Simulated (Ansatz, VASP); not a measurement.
**ZnS: VASP beside Ansatz**

```
CELL_PARAMETERS angstrom
3.91841 0.00000 0.00000
-1.95920 3.39344 0.00000
0.00000 0.00000 5.89692
ATOMIC_POSITIONS crystal
Zn 0.33333 0.66667 0.00000
Zn 0.66667 0.33333 0.50000
S 0.33333 0.66667 0.38500
S 0.66667 0.33333 0.88500
```

Alike in both runs: task single point; functional PBE; k mesh 12 × 12 × 6; occupations gaussian, width 0.05 eV; no spin polarisation.

```csv
,VASP,Ansatz
version,VASP 6.6.1,Ansatz 0.2.0
potentials or method,"VASP PAW PBE potentials, release 64 (Zn, S), cutoff 520 eV","scalar-relativistic, plane waves, PAW"
valence electrons in the cell,36,36
```

VASP gave:

| Item | Value |
| --- | --- |
| gap on the k mesh at the Fermi level (eV) | 2.13 |
| least direct gap on the mesh (eV) | 2.13 |
| pressure (GPa) | 2.7 |
| traceless stress, the component that is largest in VASP (GPa) | 6.68 |
| rms of the force components (eV/Å) | 0.167 |

Task: What did Ansatz give for the same quantities?

Result: gap on the k mesh at the Fermi level (eV): 2.12; least direct gap on the mesh (eV): 2.12; pressure (GPa): 2.5; traceless stress, the component that is largest in VASP (GPa): 6.65; rms of the force components (eV/Å): 0.165.

Atom by atom the forces differ by 0.003 eV/Å (rms over components).
